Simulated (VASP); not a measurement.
# AlGaN2 (P-4m2) in VASP: notebook

Runs on AlGaN2. Level: r2SCAN. Tasks: single point.

All numbers are computed with VASP 6.6.1; they aren't measurements. Logs are shortened: lines on timing, memory, paths and dates and some standing lists are left out, and cuts for length are marked.

**1. The cell of the first run**

It takes space group P-4m2 (No. 115, tetragonal). The conventional cell has a = 3.047 Å, b = 3.047 Å, c = 4.490 Å, α = 90.00°, β = 90.00°, γ = 90.00°. Within 2.5 Å of Al (site symmetry -4m2) lie 4 N at 1.86 Å. Ga (site symmetry -4m2) has 4 N at 1.92 Å within 2.6 Å. N (site symmetry 2mm) has 2 Al at 1.86 Å and 2 Ga at 1.92 Å within 2.5 Å.

**2. Single point, r2SCAN (strain -0.030 along x and y, +0.015 along z)**

File POSCAR:

```
AlGaN2
1.0
    3.0466507372      0.0000000000      0.0000000000
    0.0000000000      3.0466507372      0.0000000000
    0.0000000000      0.0000000000      4.4901955091
Al Ga N
1 1 2
Direct
    0.5000000000      0.5000000000      0.5000000000
    0.0000000000      0.0000000000      0.0000000000
    0.5000000000      0.0000000000      0.7382648100
    0.0000000000      0.5000000000      0.2617351900
```

File INCAR.step1:

```
SYSTEM = AlGaN2
PREC     = Accurate       ! precision mode
ENCUT    = 520            ! plane-wave cutoff, eV
ISMEAR   = 0              ! smearing method
SIGMA    = 0.05           ! smearing width, eV
LREAL    = .FALSE.        ! projectors in reciprocal space
LASPH    = .TRUE.         ! aspherical terms in the spheres
NELM     = 100            ! most SCF steps
NBANDS   = 21             ! bands
GGA      = PE             ! functional
ALGO     = Normal         ! electronic algorithm
EDIFF    = 1E-4           ! SCF threshold, eV
LWAVE    = .TRUE.         ! write WAVECAR
LCHARG   = .FALSE.        ! write CHGCAR
```

File INCAR.step2:

```
SYSTEM = AlGaN2
PREC     = Accurate       ! precision mode
ENCUT    = 520            ! plane-wave cutoff, eV
EDIFF    = 1E-7           ! SCF threshold, eV
ISMEAR   = 0              ! smearing method
SIGMA    = 0.05           ! smearing width, eV
LREAL    = .FALSE.        ! projectors in reciprocal space
LASPH    = .TRUE.         ! aspherical terms in the spheres
NELM     = 100            ! most SCF steps
ALGO     = Normal         ! electronic algorithm
ISIF     = 2              ! what is computed and relaxed
LWAVE    = .FALSE.        ! write WAVECAR
LCHARG   = .FALSE.        ! write CHGCAR
METAGGA  = R2SCAN         ! meta-GGA
LMIXTAU  = .TRUE.       
NBANDS   = 21             ! bands
ISTART   = 1
```

File KPOINTS:

```
Automatic mesh
0
G
  8 8 6
  0 0 0
```

Potentials or basis: VASP PAW PBE potentials, release 64 (Al, Ga_d, N).

On the command line:

```bash
cat potpaw_PBE.64/Al/POTCAR potpaw_PBE.64/Ga_d/POTCAR potpaw_PBE.64/N/POTCAR > POTCAR
cp INCAR.step1 INCAR
mpirun -np 1 vasp_std > vasp.out
cp INCAR.step2 INCAR
mpirun -np 1 vasp_std > vasp.out
```

OUTCAR:

```text
SYSTEM = AlGaN2
   PREC = Accurate
   ENCUT = 520
   EDIFF = 1E-7
   ISMEAR = 0
   LREAL = .FALSE.
   LASPH = .TRUE.
   NELM = 100
   ISIF = 2
   METAGGA = R2SCAN
   ISTART = 1

 ion  position               nearest neighbor table
   1  0.500  0.500  0.500-   3 1.86   4 1.86   3 1.86   4 1.86   2 3.11   2 3.11   2 3.11   2 3.11
                             2 3.11   2 3.11   2 3.11   2 3.11
   2  0.000  0.000  0.000-   3 1.92   4 1.92   4 1.92   3 1.92   1 3.11   1 3.11   1 3.11   1 3.11
                             1 3.11   1 3.11   1 3.11   1 3.11
   3  0.500  0.000  0.738-   1 1.86   1 1.86   2 1.92   2 1.92
   4  0.000  0.500  0.262-   1 1.86   1 1.86   2 1.92   2 1.92

  LATTYP: Found a simple tetragonal cell.
 ALAT       =     3.0466507372
 C/A-ratio  =     1.4738136716

  Lattice vectors:

 A1 = (   3.0466507372,   0.0000000000,   0.0000000000)
 A2 = (   0.0000000000,   3.0466507372,   0.0000000000)
 A3 = (   0.0000000000,   0.0000000000,   4.4901955091)

Analysis of symmetry for initial positions (statically):
=====================================================================
 Subroutine PRICEL returns:
 Original cell was already a primitive cell.

 Routine SETGRP: Setting up the symmetry group for a
 simple tetragonal supercell.

 Subroutine GETGRP returns: Found  8 space group operations
 (whereof  8 operations were pure point group operations)
 out of a pool of 16 trial point group operations.

The static configuration has the point symmetry D_2d.

Analysis of symmetry for dynamics (positions and initial velocities):
=====================================================================
 Subroutine PRICEL returns:
 Original cell was already a primitive cell.

 Routine SETGRP: Setting up the symmetry group for a
 simple tetragonal supercell.

 Subroutine GETGRP returns: Found  8 space group operations
 (whereof  8 operations were pure point group operations)
 out of a pool of 16 trial point group operations.

The dynamic configuration has the point symmetry D_2d.

 Subroutine INISYM returns: Found  8 space group operations
 (whereof  8 operations are pure point group operations),
 and found     1 'primitive' translations

----------------------------------------------------------------------------------------

                                     Primitive cell

  volume of cell :      41.6784

  direct lattice vectors                    reciprocal lattice vectors
     3.046650737  0.000000000  0.000000000     0.328229287  0.000000000  0.000000000
     0.000000000  3.046650737  0.000000000     0.000000000  0.328229287  0.000000000
     0.000000000  0.000000000  4.490195509     0.000000000  0.000000000  0.222707452

  length of vectors
     3.046650737  3.046650737  4.490195509     0.328229287  0.328229287  0.222707452

  position of ions in fractional coordinates (direct lattice)
     0.500000000  0.500000000  0.500000000
     0.000000000  0.000000000  0.000000000
     0.500000000  0.000000000  0.738264810
     0.000000000  0.500000000  0.261735190

  ion indices of the primitive-cell ions
   primitive index   ion index
                 1           1
                 2           2
                 3           3
                 4           4

----------------------------------------------------------------------------------------

 KPOINTS: Automatic mesh

Automatic generation of k-mesh.
 Grid dimensions read from file:
 generate k-points for:    8    8    6

 Generating k-lattice:

  Cartesian coordinates                     Fractional coordinates (reciprocal lattice)
     0.041028661  0.000000000  0.000000000     0.125000000  0.000000000  0.000000000
     0.000000000  0.041028661  0.000000000     0.000000000  0.125000000  0.000000000
     0.000000000  0.000000000  0.037117909     0.000000000  0.000000000  0.166666667

  Length of vectors
     0.041028661  0.041028661  0.037117909

  Shift w.r.t. Gamma in fractional coordinates (k-lattice)
     0.000000000  0.000000000  0.000000000

 Subroutine IBZKPT returns following result:
 ===========================================

 Found     60 irreducible k-points:

 Following reciprocal coordinates:
            Coordinates               Weight
  0.000000  0.000000  0.000000      1.000000
  0.125000  0.000000  0.000000      4.000000
  0.250000  0.000000  0.000000      4.000000
  0.375000  0.000000  0.000000      4.000000
  0.500000  0.000000  0.000000      2.000000
  0.125000  0.125000  0.000000      4.000000
[... 16 lines left out ...]
  0.375000  0.125000  0.166667     16.000000
  0.500000  0.125000  0.166667      8.000000
 [... further k-points ...]
   k-points           NKPTS =     60   k-points in BZ     NKDIM =     60   number of bands    NBANDS=     21
   number of dos      NEDOS =    301   number of ions     NIONS =      4
   total plane-waves  NPLWV =  20736
   dimension x,y,z NGX =    24 NGY =   24 NGZ =   36
   dimension x,y,z NGXF=    48 NGYF=   48 NGZF=   72
   ions per type =               1   1   2
   NGX,Y,Z   is equivalent  to a cutoff of  13.10, 13.10, 13.33 a.u.
   NGXF,Y,Z  is equivalent  to a cutoff of  26.19, 26.19, 26.66 a.u.
 SYSTEM =  AlGaN2
   PREC   = accura    normal or accurate (medium, high low for compatibility)
   ISTART =      1    job   : 0-new  1-cont  2-samecut
   ICHARG =      0    charge: 1-file 2-atom 10-const
   ISPIN  =      1    spin polarized calculation?
   LNONCOLLINEAR =      F non collinear calculations
   LSORBIT =      F    spin-orbit coupling
   LASPH  =      T    aspherical Exc in radial PAW
   ENCUT  =  520.0 eV  38.22 Ry    6.18 a.u.   5.66  5.66  8.35*2*pi/ulx,y,z
   NELM   =    100;   NELMIN=  2; NELMDL=  0     # of ELM steps
   EDIFF  = 0.1E-06   stopping-criterion for ELM
   LREAL  =      F    real-space projection
   EDIFFG = 0.1E-05   stopping-criterion for IOM
   NSW    =      0    number of steps for IOM
   IBRION =     -1    ionic relax: 0-MD 1-quasi-New 2-CG
   NFREE  =      0    steps in history (QN), initial steepest desc. (CG)
   ISIF   =      2    stress and relaxation
   ISYM   =      2    0-nonsym 1-usesym 2-fastsym
   POTIM  = 0.5000    time-step for ionic-motion
   TEBEG  =    0.0;   TEEND  =   0.0 temperature during run
   PSTRESS=    0.0 pullay stress
   NELECT =      26.0000    total number of electrons
   NUPDOWN=      -1.0000    fix difference up-down
   EMIN   =  10.00;   EMAX   =-10.00  energy-range for DOS
   EFERMI =   0.00;   METHOD = LEGACY
   ISMEAR =     0;   SIGMA  =   0.05  broadening in eV -4-tet -1-fermi 0-gaus
   EFERMI_NEDOS =   21; number of points for ismear=-14 and -15
   IALGO  =     38    algorithm
   IMIX   =      4    mixing-type and parameters
     AMIX     =   0.40;   BMIX     =  1.00
     AMIX_MAG =   1.60;   BMIX_MAG =  1.00
  volume/ion in A,a.u.               =      10.42        70.31
  Fermi-wavevector in a.u.,A,eV,Ry     =   1.398822  2.643390 26.622556  1.956703
  Thomas-Fermi vector in A             =   2.521942
   LORBIT       =      0    0 simple, 1 ext, 2 COOP (PROOUT), +10 PAW based schemes
   METAGGA = R2SCAN    functional components
   LHFCALC =     F    Hartree Fock is set to
   AEXX    =    0.0000 exact exchange contribution
   IVDW    =     0    specifies the selected vdW correction
   LEPSILON=     F    determine dielectric tensor
   LRPA    =     F    only Hartree local field effects (RPA)
 non-spin polarized calculation
 Gauss-broadening in eV      SIGMA  =   0.05
  energy-cutoff  :      520.00
  volume of cell :       41.68
 maximum number of plane-waves:      1142
 NGX is ok and might be reduce to    24
   NGX = 11   NGY = 11   NGZ = 17

 number of electron      26.0000020 magnetization

 Free energy of the ion-electron system (eV)
  ---------------------------------------------------
  ext. energy  EPLUGINS =         0.00000000
  ---------------------------------------------------
  free energy    TOTEN  =       -40.98576211 eV

  energy without entropy =      -40.98576211  energy(sigma->0) =      -40.98576211

 E-fermi :   6.2249     XC(G=0): -12.3130

 val. band max:        5.9301460552   @ k =   0.0000   0.0000   0.0000
 cond. band min:       9.5691141871   @ k =   0.0000   0.0000   0.0000
 fundamental gap:      3.6389681319
 Fermi energy:         6.2248583609

 k-point     1 :       0.0000    0.0000    0.0000
  band No.  band energies     occupation
      1     -10.7669      2.00000
      2      -9.0199      2.00000
      3      -7.4572      2.00000
      4      -7.4572      2.00000
      5      -7.3891      2.00000
      6      -7.2197      2.00000
[... 13 lines left out ...]
     20      19.6250      0.00000
     21      22.7103      0.00000

 k-point     2 :       0.1250    0.0000    0.0000
  band No.  band energies     occupation
      1     -10.6201      2.00000
      2      -9.0191      2.00000
      3      -7.4781      2.00000
      4      -7.4538      2.00000
      5      -7.3584      2.00000
      6      -7.2335      2.00000
[... 13 lines left out ...]
     20      19.4253      0.00000
     21      22.1749      0.00000

 k-point     3 :       0.2500    0.0000    0.0000
  band No.  band energies     occupation
      1     -10.2237      2.00000
      2      -9.0340      2.00000
      3      -7.4799      2.00000
      4      -7.4454      2.00000
      5      -7.2717      2.00000
      6      -7.2666      2.00000
[... 13 lines left out ...]
     20      18.9029      0.00000
     21      20.9757      0.00000
[... 457 lines left out ...]
 k-point    23 :       0.3750    0.1250    0.1667
  band No.  band energies     occupation
      1      -9.5862      2.00000
      2      -9.0897      2.00000
      3      -7.4524      2.00000
      4      -7.3725      2.00000
      5      -7.3248      2.00000
      6      -7.0238      2.00000
[... 13 lines left out ...]
     20      19.1790      0.00000
     21      19.8198      0.00000

 k-point    24 :       0.5000    0.1250    0.1667
  band No.  band energies     occupation
      1      -9.3335      2.00000
      2      -9.1694      2.00000
      3      -7.4430      2.00000
      4      -7.3496      2.00000
      5      -7.3410      2.00000
      6      -6.7599      2.00000
[... 13 lines left out ...]
     20      19.3155      0.00000
     21      19.5971      0.00000

 [... further k-points ...]
[... 5 lines left out ...]
  --------------------------------------------------------------------------------------
  -------------------------------------------------------------------------------------
  Total        3.2664819      3.2664819      1.4524002      0.0000000      0.0000000      0.0000000
  in kB      125.5683663    125.5683663     55.8323975      0.0000000      0.0000000      0.0000000
  external PRESSURE =     102.3230433 kB  Pullay stress =       0.0000000 kB

 VOLUME and BASIS-vectors are now :
 -----------------------------------------------------------------------------
  energy-cutoff  :      520.00
  volume of cell :       41.68
      direct lattice vectors                 reciprocal lattice vectors
     3.046650737  0.000000000  0.000000000     0.328229287  0.000000000  0.000000000
     0.000000000  3.046650737  0.000000000     0.000000000  0.328229287  0.000000000
     0.000000000  0.000000000  4.490195509     0.000000000  0.000000000  0.222707452

 POSITION                                       TOTAL-FORCE (eV/Angst)
 -----------------------------------------------------------------------------------
      1.52333      1.52333      2.24510         0.000000      0.000000      0.000000
      0.00000      0.00000      0.00000         0.000000      0.000000      0.000000
      1.52333      0.00000      3.31495         0.000000     -0.000000      0.081904
      0.00000      1.52333      1.17524         0.000000     -0.000000     -0.081904
 -----------------------------------------------------------------------------------
    total drift:                                0.000000      0.000000      0.000000

  FREE ENERGIE OF THE ION-ELECTRON SYSTEM (eV)
  ---------------------------------------------------
  free  energy   TOTEN  =       -40.9857621097 eV

  energy  without entropy=      -40.9857621097  energy(sigma->0) =      -40.98576211
```

Run time: 2.2 min. Hardware: 1 thread of Intel Xeon Platinum 8259CL at 2.50GHz (Skylake/Cascade Lake), shared host; peak memory 0.2 GiB.

What came out:

```
Free energy            : -40.9858 eV
Pressure               : 10.2 GPa
Largest force          : 0.082 eV/Å
Band gap on the k mesh : 3.64 eV, direct
```

Forces on the atoms (eV/Å):
```
Al   0.000  0.000  0.000
Ga   0.000  0.000  0.000
N    0.000  0.000  0.082
N    0.000  0.000 -0.082
```

Stress tensor (GPa, compression positive):
```
12.56  0.00  0.00
 0.00 12.56  0.00
 0.00  0.00  5.58
```

Levels at points of the mesh, in eV from the valence-band top:
```csv
k point,band 9,band 10,band 11,band 12,band 13,band 14,band 15,band 16,band 17,band 18
"(0.00, 0.00, 0.00)",-2.32,-2.32,-0.46,0.00,0.00,3.64,4.27,9.09,12.36,12.36
"(0.50, 0.00, 0.00)",-4.83,-3.35,-3.30,-0.97,-0.54,7.98,8.14,9.30,9.74,10.90
"(0.50, 0.50, 0.00)",-5.11,-2.64,-2.62,-2.61,-2.61,3.71,3.71,6.89,9.56,14.17
"(0.00, 0.00, 0.50)",-2.87,-1.61,-1.61,-0.93,-0.93,5.96,6.04,8.98,10.69,11.88
"(0.50, 0.00, 0.50)",-6.59,-1.18,-0.96,-0.94,-0.44,6.02,7.48,10.27,10.59,11.05
"(0.50, 0.50, 0.50)",-4.56,-4.29,-3.53,-3.45,-3.45,6.55,6.55,9.90,11.47,11.47
```

Caveat: the cell differs from its parent crystal (strain -0.030 along x and y, +0.015 along z); the PAW data sets were made with another functional, which shifts forces and pressure a little. A k mesh can miss the band edges.

**3. Single point, r2SCAN (strain +0.000 along x and y, -0.030 along z)**

File POSCAR:

```
AlGaN2
1.0
    3.1408770487      0.0000000000      0.0000000000
    0.0000000000      3.1408770487      0.0000000000
    0.0000000000      0.0000000000      4.2911228018
Al Ga N
1 1 2
Direct
    0.5000000000      0.5000000000      0.5000000000
    0.0000000000      0.0000000000      0.0000000000
    0.5000000000      0.0000000000      0.7382648100
    0.0000000000      0.5000000000      0.2617351900
```

File INCAR.step1:

```
PREC     = Accurate       # precision mode
ENCUT    = 520            # plane-wave cutoff, eV
ISMEAR   = 0              # smearing method
SIGMA    = 0.05           # smearing width, eV
LREAL    = False          # projectors in reciprocal space
LASPH    = True           # aspherical terms in the spheres
NELM     = 100            # most SCF steps
NBANDS   = 21             # bands
GGA      = PE             # functional
ALGO     = Normal         # electronic algorithm
EDIFF    = 1E-4           # SCF threshold, eV
LWAVE    = True           # write WAVECAR
LCHARG   = False          # write CHGCAR
```

File INCAR.step2:

```
PREC     = Accurate       # precision mode
ENCUT    = 520            # plane-wave cutoff, eV
EDIFF    = 1E-6           # SCF threshold, eV
ISMEAR   = 0              # smearing method
SIGMA    = 0.05           # smearing width, eV
LREAL    = False          # projectors in reciprocal space
LASPH    = True           # aspherical terms in the spheres
NELM     = 100            # most SCF steps
ALGO     = Normal         # electronic algorithm
ISIF     = 2              # what is computed and relaxed
LWAVE    = False          # write WAVECAR
LCHARG   = True           # write CHGCAR
METAGGA  = R2SCAN         # meta-GGA
LMIXTAU  = True         
LELF     = True           # ELF
LVHAR    = True         
NBANDS   = 21             # bands
ISTART   = 1
```

File KPOINTS:

```
Automatic mesh
0
Gamma
  8 8 6
```

Potentials or basis: VASP PAW PBE potentials, release 64 (Al, Ga_d, N).

On the command line:

```bash
cat potpaw_PBE.64/Al/POTCAR potpaw_PBE.64/Ga_d/POTCAR potpaw_PBE.64/N/POTCAR > POTCAR
cp INCAR.step1 INCAR
mpirun -np 1 vasp_std > vasp.out
cp INCAR.step2 INCAR
mpirun -np 1 vasp_std > vasp.out
```

Run time: 97 s. Hardware: 1 thread of Intel Xeon Platinum 8259CL at 2.50GHz (Skylake/Cascade Lake), shared host; peak memory 0.19 GiB.

It converged, with:

| Quantity | Value |
| --- | --- |
| Free energy | -41.0371 eV |
| Pressure | 6.4 GPa |
| Largest force | 0.060 eV/Å |
| Band gap on the k mesh | 3.63 eV, direct |

Forces in eV/Å, atoms in the order of the input:
```
Al   0.000  0.000  0.000
Ga   0.000  0.000  0.000
N    0.000  0.000 -0.060
N    0.000  0.000  0.060
```

Stress tensor (GPa, compression positive):
```
5.20 0.00 0.00
0.00 5.20 0.00
0.00 0.00 8.95
```

Levels at points of the mesh, in eV from the valence-band top:
| k point | band 11 | band 12 | band 13 | band 14 | band 15 | band 16 |
| --- | --- | --- | --- | --- | --- | --- |
| (0.00, 0.00, 0.00) | -0.12 | 0.00 | 0.00 | 3.63 | 4.07 | 8.24 |
| (0.50, 0.00, 0.00) | -2.78 | -1.17 | -0.79 | 7.90 | 8.03 | 8.67 |
| (0.50, 0.50, 0.00) | -2.26 | -2.26 | -2.23 | 3.96 | 3.96 | 7.42 |
| (0.00, 0.00, 0.50) | -1.75 | -1.08 | -1.08 | 6.05 | 6.28 | 8.90 |
| (0.50, 0.00, 0.50) | -0.81 | -0.64 | -0.43 | 6.08 | 7.53 | 10.23 |
| (0.50, 0.50, 0.50) | -3.40 | -3.32 | -3.32 | 7.10 | 7.10 | 10.03 |

Caveat: the cell differs from its parent crystal (strain +0.000 along x and y, -0.030 along z); the PAW data sets were made with another functional, which shifts forces and pressure a little.

[end of part 1 of 2]
